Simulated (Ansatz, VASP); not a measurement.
**Two plane-wave programs on Lu**

```
Lu
1.0
     3.34363    0.00000    0.00000
    -1.67182    2.89567    0.00000
     0.00000    0.00000    3.20063
Lu
1
Direct
  0.00000 0.00000 0.50000
```

Alike in both runs: functional PBE; k mesh 6 × 6 × 6; occupations gaussian, width 0.1 eV; no spin polarisation.

Ansatz relaxed the structure, and its values are those at the end. VASP's run is a single point on that final structure, the one shown.

|  | VASP | Ansatz |
| --- | --- | --- |
| version | VASP 6.6.1 | Ansatz 0.2.0 |
| potentials or method | VASP PAW PBE potentials, release 64 (Lu), cutoff 520 eV | scalar-relativistic, plane waves, PAW |
| valence electrons in the cell | 25 | 25 |

|  | VASP | Ansatz | Ansatz less VASP |
| --- | --- | --- | --- |
| gap on the k mesh at the Fermi level (eV) | none | none | - |
| pressure (GPa) | -0.4 | -0.3 | +0.04 |

A gap of «none» marks a metal or a gap that the smearing closes.

The k mesh is coarse, so the values compare programs but aren't converged. Neither program's run includes spin-orbit coupling.
